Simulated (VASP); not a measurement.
# ZrSi2 (P1) in VASP: further runs

Runs on ZrSi2. Level: PBE. Tasks: single point.

Everything below comes from runs of VASP 6.6.1. Logs are shortened: lines on timing, memory, paths and dates and some standing lists are left out, and cuts for length are marked.

### Step 1. The cell of the first run

The typed cell holds 24 atoms: a = 8.619 Å, b = 7.179 Å, c = 8.254 Å, α = 78.98°, β = 59.38°, γ = 69.77°.

### Step 2. Single point, PBE

The input, INCAR:

```
SYSTEM = ZrSi2
ALGO     = Normal         ! electronic algorithm
EDIFF    = 1E-6           ! SCF threshold, eV
ENCUT    = 520            ! plane-wave cutoff, eV
GGA      = PE             ! functional
ISIF     = 2              ! what is computed and relaxed
ISMEAR   = 0              ! smearing method
ISYM     = 0            
LASPH    = .True.         ! aspherical terms in the spheres
LCHARG   = .False.        ! write CHGCAR
LREAL    = Auto         
LWAVE    = .False.        ! write WAVECAR
NBANDS   = 98             ! bands
NELM     = 80             ! most SCF steps
PREC     = Accurate       ! precision mode
SIGMA    = 0.1            ! smearing width, eV
```

The input, KPOINTS:

```
k-points
0
Gamma
  3 3 3
  0 0 0
```

The input, POSCAR:

```
ZrSi2
1.0
   -8.6164353593     -0.1854524064     -0.0558193892
   -2.3368289720     -6.7876564788      0.0503636738
   -4.2483923042     -0.1535638125      7.0753092404
Zr Si
8 16
Direct
    0.3348386401      0.7670892070      0.6001740349
    0.5937728176      0.7660077478      0.0679756814
    0.2889661168      0.1883922540      0.3416503441
    0.0388413904      0.1715838179      0.8836033091
    0.6913110844      0.2873977592      0.3353995009
    0.8527575625      0.0965958314      0.6452416328
    0.2269557817      0.6166294047      0.0803268550
    0.9886232620      0.6038141128      0.6047654890
    0.9053681273      0.8844855349      0.3477709144
    0.6502657764      0.7263214045      0.6286364484
    0.4505320934      0.1845133181      0.9641802341
    0.3976918409      0.1463198638      0.6077605980
    0.0836050543      0.1426182203      0.1876709423
    0.6867615449      0.1196080535      0.0585755070
    0.3701342082      0.9277441052      0.8835739926
    0.2018248999      0.8571584591      0.3480271281
    0.9639353300      0.8202784777      0.8860551926
    0.6270158335      0.9035593522      0.3369745485
    0.5415814267      0.4145453647      0.6914124732
    0.9130840116      0.5277952892      0.0984769713
    0.2007750977      0.4616388841      0.7945824492
    0.9343213656      0.4310878276      0.3855044325
    0.6980704720      0.4409925747      0.8652990928
    0.3736599536      0.5190119196      0.3352602748
```

Potentials or basis: VASP PAW PBE potentials, release 64 (Zr_sv, Si).

On the command line:

```console
$ cat potpaw_PBE.64/Zr_sv/POTCAR potpaw_PBE.64/Si/POTCAR > POTCAR
$ mpirun -np 1 vasp_std > vasp.out
```

OUTCAR:

```text
SYSTEM = ZrSi2
   EDIFF = 1E-6
   ENCUT = 520
   GGA = PE
   ISIF = 2
   ISMEAR = 0
   ISYM = 0
   LASPH = .True.
   LREAL = Auto
   NELM = 80
   PREC = Accurate

 ion  position               nearest neighbor table
   1  0.335  0.767  0.600-  21 2.69  18 2.71  16 2.73  10 2.76  19 2.77  17 2.78  24 2.90  12 2.97
                            15 2.98   3 3.38   4 3.44   8 3.54   7 3.61   2 3.78   5 3.85   6 3.87
   2  0.594  0.766  0.068-  23 2.75  18 2.77  20 2.80  15 2.85  24 2.86  16 2.88  17 2.89  14 2.89
                            11 2.97  10 3.46   3 3.50   7 3.62   8 3.64   1 3.78   5 3.79
   3  0.289  0.188  0.342-  11 2.69  24 2.70  16 2.71  12 2.73  13 2.78  22 2.82  18 2.91  14 2.93
                             1 3.38   8 3.42   7 3.45   2 3.50   6 3.51   5 3.75   4 3.85
   4  0.039  0.172  0.884-  21 2.68  13 2.69  12 2.72  14 2.75  15 2.79  17 2.81  20 2.95  23 2.97
                             6 3.31   5 3.41   1 3.44   8 3.53   3 3.85
   5  0.691  0.287  0.335-  24 2.67  19 2.74  12 2.75  20 2.76  14 2.80  13 2.80  22 2.86   9 2.86
                            18 2.99   6 3.36   4 3.41   3 3.75   2 3.79   1 3.85
   6  0.853  0.097  0.645-  19 2.76  17 2.81  23 2.86   9 2.89  22 2.92  16 2.92  14 2.97  11 3.03
                            13 3.26   4 3.31   8 3.34   5 3.36   3 3.51   1 3.87
   7  0.227  0.617  0.080-  15 2.76   9 2.82  24 2.84  20 2.91  21 2.93  16 2.94  22 3.01  11 3.06
                            19 3.16  17 3.22  23 3.35   3 3.45   1 3.61   2 3.62   8 3.73
   8  0.989  0.604  0.605-  10 2.65  22 2.67  23 2.80  21 2.80  24 2.82   9 2.83  16 2.84  17 2.92
                             6 3.34   3 3.42   4 3.53   1 3.54   2 3.64   7 3.73
   9  0.905  0.884  0.348-  18 2.40  16 2.50  13 2.55  10 2.65   7 2.82   8 2.83   5 2.86   6 2.89
                            22 3.14
  10  0.650  0.726  0.629-  15 2.43  18 2.57  19 2.58  23 2.62   8 2.65   9 2.65  22 2.75   1 2.76
                            12 3.08   2 3.46
  11  0.451  0.185  0.964-  14 2.41  19 2.47  15 2.48   3 2.69  13 2.83   2 2.97  23 3.00   6 3.03
                             7 3.06  21 3.10
  12  0.398  0.146  0.608-  15 2.46  21 2.53  18 2.56   4 2.72   3 2.73   5 2.75  19 2.96   1 2.97
                            10 3.08
  13  0.084  0.143  0.188-  16 2.43  22 2.43   9 2.55   4 2.69  15 2.70   3 2.78   5 2.80  20 2.80
[... 6 lines left out ...]
                             7 2.94
  17  0.964  0.820  0.886-  20 2.47  14 2.55  21 2.63   1 2.78   4 2.81   6 2.81   2 2.89   8 2.92
                             7 3.22
  18  0.627  0.904  0.337-   9 2.40  14 2.44  12 2.56  10 2.57   1 2.71   2 2.77   3 2.91   5 2.99
                            20 3.12
  19  0.542  0.415  0.691-  11 2.47  23 2.48  21 2.52  10 2.58   5 2.74   6 2.76   1 2.77  12 2.96
                            22 3.05   7 3.16
  20  0.913  0.528  0.098-  22 2.42  21 2.44  17 2.47   5 2.76   2 2.80  13 2.80   7 2.91   4 2.95
                            18 3.12
  21  0.201  0.462  0.795-  20 2.44  19 2.52  12 2.53  17 2.63   4 2.68   1 2.69   8 2.80   7 2.93
                            11 3.10
  22  0.934  0.431  0.386-  20 2.42  13 2.43   8 2.67  10 2.75   3 2.82   5 2.86   6 2.92   7 3.01
                            19 3.05   9 3.14
  23  0.698  0.441  0.865-  19 2.48  14 2.54  10 2.62   2 2.75   8 2.80   6 2.86   4 2.97  11 3.00
                             7 3.35
  24  0.374  0.519  0.335-  16 2.36   5 2.67   3 2.70   8 2.82   7 2.84   2 2.86   1 2.90

IMPORTANT INFORMATION: All symmetrisations will be switched off!
NOSYMM: (Re-)initialisation of all symmetry stuff for point group C_1.

----------------------------------------------------------------------------------------

                                     Primitive cell

  volume of cell :     412.2987

  direct lattice vectors                    reciprocal lattice vectors
    -8.616435359 -0.185452406 -0.055819389    -0.116461755  0.039582520 -0.069070731
    -2.336828972 -6.787656479  0.050363674     0.003203272 -0.148438698 -0.001298326
    -4.248392304 -0.153563813  7.075309240    -0.000941606  0.001368900  0.140800899

  length of vectors
     8.618611646  7.178829056  8.254236480     0.141070487  0.148478933  0.140810702

  position of ions in fractional coordinates (direct lattice)
     0.334838640  0.767089207  0.600174035
     0.593772818  0.766007748  0.067975681
     0.288966117  0.188392254  0.341650344
     0.038841390  0.171583818  0.883603309
     0.691311084  0.287397759  0.335399501
     0.852757563  0.096595831  0.645241633
[... 16 lines left out ...]
     0.698070472  0.440992575  0.865299093
     0.373659954  0.519011920  0.335260275

  ion indices of the primitive-cell ions
   primitive index   ion index
                 1           1
                 2           2
                 3           3
                 4           4
                 5           5
                 6           6
[... 16 lines left out ...]
                23          23
                24          24

----------------------------------------------------------------------------------------

 KPOINTS: k-points

Automatic generation of k-mesh.
 Grid dimensions read from file:
 generate k-points for:    3    3    3

 Generating k-lattice:

  Cartesian coordinates                     Fractional coordinates (reciprocal lattice)
    -0.038820585  0.013194173 -0.023023577     0.333333333 -0.000000000 -0.000000000
     0.001067757 -0.049479566 -0.000432775     0.000000000  0.333333333  0.000000000
    -0.000313869  0.000456300  0.046933633     0.000000000  0.000000000  0.333333333

  Length of vectors
     0.047023496  0.049492978  0.046936901

  Shift w.r.t. Gamma in fractional coordinates (k-lattice)
     0.000000000  0.000000000  0.000000000

 Subroutine IBZKPT returns following result:
 ===========================================

 Found     14 irreducible k-points:

 Following reciprocal coordinates:
            Coordinates               Weight
  0.000000  0.000000  0.000000      1.000000
  0.333333  0.000000  0.000000      2.000000
  0.000000  0.333333  0.000000      2.000000
  0.333333  0.333333  0.000000      2.000000
 -0.333333  0.333333  0.000000      2.000000
 -0.000000  0.000000  0.333333      2.000000
  0.333333  0.000000  0.333333      2.000000
 -0.333333 -0.000000  0.333333      2.000000
  0.000000  0.333333  0.333333      2.000000
  0.333333  0.333333  0.333333      2.000000
 -0.333333  0.333333  0.333333      2.000000
 -0.000000 -0.333333  0.333333      2.000000
  0.333333 -0.333333  0.333333      2.000000
 -0.333333 -0.333333  0.333333      2.000000
   k-points           NKPTS =     14   k-points in BZ     NKDIM =     14   number of bands    NBANDS=     98
   number of dos      NEDOS =    301   number of ions     NIONS =     24
   total plane-waves  NPLWV = 221184
   dimension x,y,z NGX =    64 NGY =   54 NGZ =   64
   dimension x,y,z NGXF=   128 NGYF=  108 NGZF=  128
   ions per type =               8  16
   NGX,Y,Z   is equivalent  to a cutoff of  12.35, 12.51, 12.89 a.u.
   NGXF,Y,Z  is equivalent  to a cutoff of  24.69, 25.01, 25.78 a.u.
 SYSTEM =  ZrSi2
   PREC   = accura    normal or accurate (medium, high low for compatibility)
   ISTART =      0    job   : 0-new  1-cont  2-samecut
   ICHARG =      2    charge: 1-file 2-atom 10-const
   ISPIN  =      1    spin polarized calculation?
   LNONCOLLINEAR =      F non collinear calculations
   LSORBIT =      F    spin-orbit coupling
   LASPH  =      T    aspherical Exc in radial PAW
   ENCUT  =  520.0 eV  38.22 Ry    6.18 a.u.  16.02 13.35 15.35*2*pi/ulx,y,z
   NELM   =     80;   NELMIN=  2; NELMDL= -5     # of ELM steps
   EDIFF  = 0.1E-05   stopping-criterion for ELM
   LREAL  =      T    real-space projection
   EDIFFG = 0.1E-04   stopping-criterion for IOM
   NSW    =      0    number of steps for IOM
   IBRION =     -1    ionic relax: 0-MD 1-quasi-New 2-CG
   NFREE  =      0    steps in history (QN), initial steepest desc. (CG)
   ISIF   =      2    stress and relaxation
   ISYM   =      0    0-nonsym 1-usesym 2-fastsym
   POTIM  = 0.5000    time-step for ionic-motion
   TEBEG  =    0.0;   TEEND  =   0.0 temperature during run
   PSTRESS=    0.0 pullay stress
   NELECT =     160.0000    total number of electrons
   NUPDOWN=      -1.0000    fix difference up-down
   EMIN   =  10.00;   EMAX   =-10.00  energy-range for DOS
   EFERMI =   0.00;   METHOD = LEGACY
   ISMEAR =     0;   SIGMA  =   0.10  broadening in eV -4-tet -1-fermi 0-gaus
   EFERMI_NEDOS =   21; number of points for ismear=-14 and -15
   IALGO  =     38    algorithm
   IMIX   =      4    mixing-type and parameters
     AMIX     =   0.40;   BMIX     =  1.00
     AMIX_MAG =   1.60;   BMIX_MAG =  1.00
  volume/ion in A,a.u.               =      17.18       115.93
  Fermi-wavevector in a.u.,A,eV,Ry     =   1.194110  2.256540 19.400514  1.425898
  Thomas-Fermi vector in A             =   2.330108
   LORBIT       =      0    0 simple, 1 ext, 2 COOP (PROOUT), +10 PAW based schemes
   GGA     = PE    functional components
   LHFCALC =     F    Hartree Fock is set to
   AEXX    =    0.0000 exact exchange contribution
   IVDW    =     0    specifies the selected vdW correction
   LEPSILON=     F    determine dielectric tensor
   LRPA    =     F    only Hartree local field effects (RPA)
 non-spin polarized calculation
 Gauss-broadening in eV      SIGMA  =   0.10
  energy-cutoff  :      520.00
  volume of cell :      412.30
 maximum number of plane-waves:     11122
   NGX = 33   NGY = 27   NGZ = 31

 number of electron     160.0000000 magnetization

 Free energy of the ion-electron system (eV)
  ---------------------------------------------------
  ext. energy  EPLUGINS =         0.00000000
  ---------------------------------------------------
  free energy    TOTEN  =      -164.74973387 eV

  energy without entropy =     -164.69702104  energy(sigma->0) =     -164.72337745

 E-fermi :   9.6527     XC(G=0): -11.1358

 val. band max:        9.6494358726   @ k =   0.0000   0.3333   0.0000
 cond. band min:       9.6604147417   @ k =  -0.0000   0.0000   0.3333
 fundamental gap:      0.0109788691
 Fermi energy:         9.6527470838

 k-point     1 :       0.0000    0.0000    0.0000
  band No.  band energies     occupation
      1     -39.5142      2.00000
      2     -39.4987      2.00000
      3     -39.3571      2.00000
      4     -39.1707      2.00000
      5     -39.1030      2.00000
      6     -39.0514      2.00000
[... 1319 lines left out ...]
     91      11.2146      0.00000
     92      11.2801      0.00000
 [bands above 92 left out]

------------------------ aborting loop because EDIFF is reached ----------------------------------------

  FORCE on cell =-STRESS in cart. coord.  units (eV):
  Direction    XX          YY          ZZ          XY          YZ          ZX
  --------------------------------------------------------------------------------------
  -------------------------------------------------------------------------------------
  Total        0.0505581     -0.0567935      0.1268591      0.0572482      0.0906611     -0.0259566
  in kB        0.1964670     -0.2206974      0.4929698      0.2224644      0.3523058     -0.1008663
  external PRESSURE =       0.1562465 kB  Pullay stress =       0.0000000 kB

 VOLUME and BASIS-vectors are now :
 -----------------------------------------------------------------------------
  energy-cutoff  :      520.00
  volume of cell :      412.30
      direct lattice vectors                 reciprocal lattice vectors
    -8.616435359 -0.185452406 -0.055819389    -0.116461755  0.039582520 -0.069070731
    -2.336828972 -6.787656479  0.050363674     0.003203272 -0.148438698 -0.001298326
    -4.248392304 -0.153563813  7.075309240    -0.000941606  0.001368900  0.140800899

 POSITION                                       TOTAL-FORCE (eV/Angst)
 -----------------------------------------------------------------------------------
     -7.22745     -5.36100      4.26636        -0.000769     -0.016885      0.000687
     -7.19502     -5.31995      0.48638        -0.009926      0.013966      0.001860
     -4.38156     -1.38480      2.41064        -0.000759      0.013726      0.005662
     -4.48953     -1.30754      6.25824         0.017364     -0.007461     -0.008183
     -8.05315     -2.13047      2.34894        -0.008972      0.003419      0.007624
    -10.31470     -0.91289      4.52255        -0.006682      0.000435     -0.005801
[... 16 lines left out ...]
    -10.72153     -3.25564      6.10550         0.015344     -0.003619     -0.010800
     -5.85678     -3.64365      2.37735         0.005066     -0.005678     -0.015207
 -----------------------------------------------------------------------------------
    total drift:                               -0.000028     -0.002622     -0.004063

  FREE ENERGIE OF THE ION-ELECTRON SYSTEM (eV)
  ---------------------------------------------------
  free  energy   TOTEN  =      -164.7497338667 eV

  energy  without entropy=     -164.6970210376  energy(sigma->0) =     -164.72337745
```

Wall time 10 min (1 thread of Intel Xeon 6975P-C (Granite Rapids), shared host); peak memory 0.69 GiB.

What came out:

- Free energy: -164.7497 eV
- Pressure: 0.0 GPa
- Largest force: 0.023 eV/Å
- Band gap on the k mesh: zero (bands 80 and 81 overlap by 0.04 eV)

Forces on the atoms (eV/Å):
```
Zr  -0.001 -0.017  0.001
Zr  -0.010  0.014  0.002
Zr  -0.001  0.014  0.006
Zr   0.017 -0.007 -0.008
Zr  -0.009  0.003  0.008
Zr  -0.007  0.000 -0.006
Zr  -0.005 -0.001  0.000
Zr  -0.007 -0.019 -0.003
Si   0.006  0.007  0.002
Si   0.013 -0.010  0.003
Si   0.003  0.008 -0.002
Si  -0.001  0.003  0.008
Si   0.006  0.015  0.015
Si   0.007  0.006  0.011
Si   0.004 -0.009 -0.004
Si   0.000 -0.005  0.002
Si  -0.002  0.004  0.008
Si  -0.010  0.002 -0.014
Si  -0.005  0.012  0.011
Si  -0.016 -0.011 -0.013
Si  -0.007 -0.001  0.008
Si   0.006  0.000 -0.008
Si   0.015 -0.004 -0.011
Si   0.005 -0.006 -0.015
```

Levels at points of the mesh, in eV from the Fermi level:
| k point | band 78 | band 79 | band 80 | band 81 | band 82 | band 83 |
| --- | --- | --- | --- | --- | --- | --- |
| (0.00, 0.00, 0.00) | -0.67 | -0.38 | -0.08 | 0.14 | 0.30 | 0.60 |

### Step 3. Single point, PBE

This run uses another cell than the first one, of 17.31 Å³/atom.

The input, INCAR:

```
PREC = Accurate
ENCUT = 520
EDIFF = 1E-6
ISMEAR = 0
SIGMA = 0.1
LREAL = Auto
LASPH = T
NELM = 100
ALGO = Normal
ISIF = 2
LWAVE = F
LCHARG = F
GGA = PE
NBANDS = 98
ISYM = 0
```

The input, KPOINTS:

```
Automatic mesh
0
Gamma
  3 3 3
```

The input, POSCAR:

```
ZrSi2
1.0
   -8.9202042088      0.6519575840      0.4371254958
   -1.5634093016     -7.0388749444      0.0558586799
   -4.9147620342      0.3868206683      6.7528694843
Zr Si
8 16
Direct
    0.1848266593      0.8405815403      0.6046831591
    0.4605812906      0.8554012465      0.0370155742
    0.9480086990      0.2013960783      0.9785235307
    0.0188218449      0.0448454173      0.3077096081
    0.6178671617      0.9227367550      0.3390724612
    0.5094746059      0.5665939401      0.6685471779
    0.8263785116      0.5447150313      0.7892224688
    0.4696563962      0.4508324654      0.3129559859
    0.0182364244      0.8177647008      0.0366897743
    0.7347213876      0.8233139984      0.5939197747
    0.6273058876      0.1489372999      0.7278241050
    0.3057511672      0.1382297190      0.3161190171
    0.6857098027      0.2540613278      0.4116652068
    0.3083805509      0.1776194736      0.5978480713
    0.9533046166      0.1742641771      0.6476253411
    0.6235190142      0.1884333879      0.0163453085
    0.3391117569      0.9383555482      0.8055489187
    0.1284233198      0.6733164145      0.3669066158
    0.8175842225      0.8822061642      0.9256740738
    0.4092832516      0.4917487505      0.0395694030
    0.1697032034      0.4838283490      0.7504363718
    0.8062865892      0.5554499987      0.2122861786
    0.1420452887      0.3809972545      0.0643845706
    0.9151048004      0.4330042164      0.4345175225
```

Potentials or basis: VASP PAW PBE potentials, release 64 (Zr_sv, Si).

On the command line:

```console
$ cat potpaw_PBE.64/Zr_sv/POTCAR potpaw_PBE.64/Si/POTCAR > POTCAR
$ mpirun -np 1 vasp_std > vasp.out
```

Wall time 11 min (1 thread of Intel Xeon 6975P-C (Granite Rapids), shared host); peak memory 0.72 GiB.

The run converged. Its results:

```
Free energy            : -164.0780 eV
Pressure               : 0.0 GPa
Largest force          : 0.036 eV/Å
Band gap on the k mesh : zero (bands 80 and 81 overlap by 0.08 eV)
```

Forces in eV/Å, atoms in the order of the input:
```
Zr   0.007  0.004  0.006
Zr  -0.009 -0.014 -0.004
Zr  -0.004  0.002  0.011
Zr  -0.007  0.023 -0.005
Zr  -0.002 -0.007 -0.006
Zr   0.011  0.008 -0.011
Zr   0.005 -0.002  0.020
Zr  -0.007 -0.018  0.000
Si   0.013  0.014  0.006
Si  -0.005  0.004 -0.009
Si  -0.022 -0.009 -0.005
Si   0.005 -0.007  0.011
Si   0.005 -0.001  0.014
Si  -0.024  0.009  0.006
Si   0.014 -0.001 -0.003
Si   0.008  0.015 -0.032
Si   0.008 -0.019  0.005
Si   0.007 -0.013  0.004
Si  -0.002 -0.017  0.000
Si  -0.008  0.009 -0.014
Si   0.002  0.001 -0.006
Si  -0.002  0.005 -0.006
Si   0.001  0.005 -0.001
Si   0.007  0.009  0.017
```

Levels at points of the mesh, in eV from the Fermi level:
```
           k point  band 78  band 79  band 80  band 81  band 82  band 83
(0.00, 0.00, 0.00)    -0.58    -0.37    -0.05     0.10     0.29     0.37
```

The gap in the log of VASP goes by the Fermi energy; the results here count the filled bands.